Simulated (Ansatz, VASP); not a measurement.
## One calculation of Al2Cu, two programs

```
Al Cu
1.0
    -1.94918    1.94918    2.79500
     1.94918   -1.94918    2.79500
     1.94918    1.94918   -2.79500
Al Cu
2 1
Direct
  0.75000 0.25000 0.50000
  0.25000 0.75000 0.50000
  0.50000 0.50000 0.00000
```

Alike in both runs: task single point; functional PBE; k mesh 14 × 14 × 14; occupations gaussian, width 0.15 eV; no spin polarisation.

|  | VASP | Ansatz |
| --- | --- | --- |
| version | VASP 6.6.1 | Ansatz 0.2.0 |
| potentials or method | VASP PAW PBE potentials, release 64 (Al, Cu), cutoff 520 eV | scalar-relativistic, plane waves, PAW |
| valence electrons in the cell | 17 | 25 |

```tsv
	VASP	Ansatz	Ansatz less VASP
gap on the k mesh at the Fermi level (eV)	none	none	-
pressure (GPa)	16.8	16.6	-0.12
traceless stress, the component that is largest in VASP (GPa)	-1.12	-1.13	-0.002
```

A gap of «none» marks a metal or a gap that the smearing closes. The functional is the same, so the differences come from potentials, cutoffs and numerics. VASP's potentials hold 17 valence electrons a cell and Ansatz's 25, so a difference there can come from the potentials and not from the codes.
